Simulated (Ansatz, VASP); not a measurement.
TaN: VASP beside Ansatz

```
CELL_PARAMETERS angstrom
5.19963 0.00000 0.00000
-2.59981 4.50301 0.00000
0.00000 0.00000 2.91036
ATOMIC_POSITIONS crystal
Ta 0.33333 0.66667 0.50000
Ta 0.66667 0.33333 0.50000
Ta 0.00000 0.00000 0.00000
N 0.39241 0.00000 0.00000
N 0.60759 0.60759 0.00000
N 0.00000 0.39241 0.00000
```

Alike in both runs: functional r2SCAN; k mesh 12 × 12 × 12; occupations gaussian, width 0.1 eV; no spin polarisation.

Ansatz relaxed the structure, and its values are those at the end. VASP's run is a single point on that final structure, the one shown.

```csv
,VASP,Ansatz
version,VASP 6.6.1,Ansatz 0.2.0
potentials or method,"VASP PAW PBE potentials, release 64 (Ta_sv_GW, N), cutoff 660 eV","scalar-relativistic, plane waves, PAW"
valence electrons in the cell,54,54
```

|  | VASP | Ansatz | Ansatz less VASP |
| --- | --- | --- | --- |
| gap on the k mesh at the Fermi level (eV) | none | none | - |
| pressure (GPa) | 0.1 | 0.0 | -0.11 |
| rms of the force components (eV/Å) | 0.005 | 0.001 | -0.0038 |

VASP's potentials were made for PBE, not for r2SCAN. A gap of «none» marks a metal or a gap that the smearing closes.

Neither program's run includes spin-orbit coupling.
